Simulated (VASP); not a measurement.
Wanted: the native input for a VASP 6.6.1 run.

```
Task                   : single point
Functional             : PBE
Potentials or basis    : VASP PAW PBE potentials, release 64 (Y_sv)
Cutoff                 : 520 eV
k mesh                 : 18 × 18 × 8
Occupations            : gaussian, width 0.15 eV
Spin                   : no spin polarisation
Dipole correction      : no
Further INCAR settings : ALGO = Fast; EDIFF = 1e-06; NBANDS = 18
```

The structure of Y lies in POSCAR:

```
Y
1.0
    3.6514992371      0.0000000000      0.0000000000
   -1.8257496185      3.1622911012      0.0000000000
    0.0000000000      0.0000000000      5.7474000000
Y
2
Direct
    0.3649559755      0.7299119511      0.2500000000
    0.6666666667      0.3333333333      0.7500000000
```

This cell differs from its parent crystal: atom 1 (Y) moved by (+0.200, +0.000) A along y and z.

The input as run:

INCAR

```
PREC = Accurate
ENCUT = 520
EDIFF = 1E-6
ISMEAR = 0
SIGMA = 0.15
LREAL = False
LASPH = True
NELM = 100
ALGO = Fast
ISIF = 2
LWAVE = False
LCHARG = True
GGA = PE
LELF = True
LVHAR = True
NBANDS = 18
```

KPOINTS

```
regular mesh
0
Gamma
  18 18 8
```

Potentials or basis: VASP PAW PBE potentials, release 64 (Y_sv).

Command:

```console
$ cat potpaw_PBE.64/Y_sv/POTCAR > POTCAR
$ mpirun -np 1 vasp_std > vasp.out
```

Results of the run:

```
Pressure               : -0.5 GPa
Largest force          : 0.251 eV/Å
Band gap on the k mesh : zero (bands 11 and 12 overlap by 1.38 eV)
```

Caveat: the cell differs from its parent crystal (atom 1 (Y) moved by (+0.200, +0.000) A along y and z).

Run time: 5.2 min on 1 thread of Intel(R) Xeon(R) 6975P-C (Granite Rapids), with other jobs on the host, peak memory 0.59 GiB.
